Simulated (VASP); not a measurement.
Write the native input for VASP 6.6.1 that does the following.

```yaml
Task: single point
Functional: PBE
Potentials_or_basis: VASP PAW PBE potentials, release 64 (S, Mg)
Cutoff: 520 eV
k_mesh: 9 × 9 × 9
Occupations: fermi-dirac, width 0.05 eV
Spin: no spin polarisation
Dipole_correction: no
Further_INCAR_settings: ALGO = Normal; EDIFF = 1e-06; NBANDS = 11
```

The structure of MgS (Niningerite) lies in POSCAR:

```
MgS
1.0
    0.0000000000      2.5664882573      2.5664882573
    2.5664882573      0.0000000000      2.5664882573
    2.5664882573      2.5664882573      0.0000000000
S Mg
1 1
Direct
    0.5000000000      0.5000000000      0.5000000000
    0.0000000000      0.0000000000      0.0000000000
```

The input as run:

INCAR

```
PREC = Accurate
ENCUT = 520
EDIFF = 1E-6
ISMEAR = -1
SIGMA = 0.05
LREAL = F
LASPH = T
NELM = 80
ALGO = Normal
ISIF = 2
LWAVE = F
LCHARG = F
GGA = PE
NBANDS = 11
```

KPOINTS

```
Automatic mesh
0
Gamma
  9 9 9
```

Potentials or basis: VASP PAW PBE potentials, release 64 (S, Mg).

Run with:

```bash
$ cat potpaw_PBE.64/S/POTCAR potpaw_PBE.64/Mg/POTCAR > POTCAR
$ mpirun -np 1 vasp_std > vasp.out
```

Results of the run:

```yaml
Pressure: 4.3 GPa
Band_gap_on_the_k_mesh: 3.00 eV, indirect (least direct gap 4.04 eV)
```

It took 12 s on 1 thread of Intel(R) Xeon(R) Platinum 8259CL CPU @ 2.50GHz (Skylake/Cascade Lake), with other jobs on the host, peak memory 0.15 GiB.
